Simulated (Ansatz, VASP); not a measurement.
## One calculation of Lu, two programs

Contents of INCAR:

```
SYSTEM = Lu
PREC     = Accurate       ! precision mode
ENCUT    = 520            ! plane-wave cutoff, eV
EDIFF    = 1E-7           ! SCF threshold, eV
ISMEAR   = 0              ! smearing method
SIGMA    = 0.1            ! smearing width, eV
LREAL    = .FALSE.        ! projectors in reciprocal space
LASPH    = .TRUE.         ! aspherical terms in the spheres
NELM     = 100            ! most SCF steps
ALGO     = Normal         ! electronic algorithm
ISIF     = 2              ! what is computed and relaxed
LWAVE    = .FALSE.        ! write WAVECAR
LCHARG   = .FALSE.        ! write CHGCAR
GGA      = PE             ! functional
NBANDS   = 32             ! bands
```

KPOINTS

```
regular mesh
0
G
  10 10 6
  0 0 0
```

File POSCAR:

```
Lu
1.0
    3.5070808964      0.0000000000      0.0000000000
   -1.7535404482      3.0372211494      0.0000000000
    0.0000000000      0.0000000000      5.4772888711
Lu
2
Direct
    0.3333333333      0.6666666667      0.2500000000
    0.6666666667      0.3333333333      0.7500000000
```

Input for Ansatz:

```yaml
crystal:
  lattice:
    - [3.5070808964, 0.0, 0.0]
    - [-1.7535404482, 3.0372211494, 0.0]
    - [0.0, 0.0, 5.4772888711]
  atoms:
    - { symbol: Lu, position: [0.3333333333, 0.6666666667, 0.25] }
    - { symbol: Lu, position: [0.6666666667, 0.3333333333, 0.75] }
hamiltonian:
  xc: pbe
  pseudopotentials:
    kind: paw
    azcp:
      Lu: "pseudopotentials/Lu.paw.azcp"
basis:
  ecutwfc: 420
  fft_grid_basis: typed
kpoints:
  mp_grid: { grid: [10, 10, 6], shift: [0, 0, 0] }
magnetization:
  spin_polarized: false
scf:
  occupations: { method: gaussian, width: 0.1 }
  lower_state_search: "off"
output:
  stress: true
```

Alike in both runs: task single point; functional PBE; k mesh 10 × 10 × 6; occupations gaussian, width 0.1 eV; no spin polarisation.

```csv
,VASP,Ansatz
version,VASP 6.6.1,Ansatz 0.2.0
potentials or method,"VASP PAW PBE potentials, release 64 (Lu), cutoff 520 eV","plane waves (420 eV) with PAW, scalar-relativistic"
valence electrons in the cell,50,50
```

```csv
,VASP,Ansatz,Ansatz less VASP
pressure (GPa),-0.1,-0.2,-0.13
"traceless stress, the component that is largest in VASP (GPa)",-0.30,-0.30,0.000
```

The functional is the same, so the differences come from potentials, cutoffs and numerics.

Neither program's run includes spin-orbit coupling.
